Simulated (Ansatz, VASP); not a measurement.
## CuI: VASP beside Ansatz

```
Cu I
1.0
     0.00000    2.71783    2.94520
     2.94520    0.00000    2.94520
     2.94520    2.71783    0.00000
Cu I
1 1
Cartesian
  4.4178 4.0767 4.4178
  0.0000 0.0000 0.0000
```

Alike in both runs: task single point; functional PBE; k mesh 8 × 8 × 8; occupations gaussian, width 0.05 eV; no spin polarisation.

|  | VASP | Ansatz |
| --- | --- | --- |
| version | VASP 6.6.1 | Ansatz 0.2.0 |
| potentials or method | VASP PAW PBE potentials, release 64 (Cu, I), cutoff 520 eV | scalar-relativistic, plane waves, PAW |
| valence electrons in the cell | 18 | 36 |

Ansatz gave:

| Item | Value |
| --- | --- |
| gap on the k mesh at the Fermi level (eV) | 1.54 |
| least direct gap on the mesh (eV) | 1.54 |
| pressure (GPa) | 10.6 |
| traceless stress, the component that is largest in VASP (GPa) | 0.48 |

Task: Estimate VASP's values.

Result: gap on the k mesh at the Fermi level (eV): 1.57; least direct gap on the mesh (eV): 1.57; pressure (GPa): 11.0; traceless stress, the component that is largest in VASP (GPa): 0.47.

VASP's potentials hold 18 valence electrons a cell and Ansatz's 36, so a difference there can come from the potentials and not from the codes.

Neither program's run includes spin-orbit coupling.
